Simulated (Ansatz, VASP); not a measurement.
**CuI: VASP beside Ansatz**

```
Cu I
1.0
     0.00000    2.96913    2.96913
     2.96913    0.00000    2.96913
     2.96913    2.96913    0.00000
Cu I
1 1
Direct
  0.25000 0.25000 0.25000
  0.00000 0.00000 0.00000
```

Alike in both runs: functional PBEsol; k mesh 8 × 8 × 8; occupations gaussian, width 0.02 eV; no spin polarisation.

Ansatz relaxed the structure, and its values are those at the end. VASP's run is a single point on that final structure, the one shown.

```csv
,VASP,Ansatz
version,VASP 6.6.1,Ansatz 0.2.0
potentials or method,"VASP PAW PBE potentials, release 64 (Cu, I), cutoff 520 eV","scalar-relativistic, plane waves, PAW"
valence electrons in the cell,18,36
```

```tsv
	VASP	Ansatz	Ansatz less VASP
gap on the k mesh at the Fermi level (eV)	1.20	1.17	-0.024
least direct gap on the mesh (eV)	1.20	1.17	-0.024
pressure (GPa)	0.1	0.0	-0.10
```

VASP's potentials were made for PBE, not for PBEsol. VASP's potentials hold 18 valence electrons a cell and Ansatz's 36, so a difference there can come from the potentials and not from the codes.

Spin-orbit coupling is off throughout.
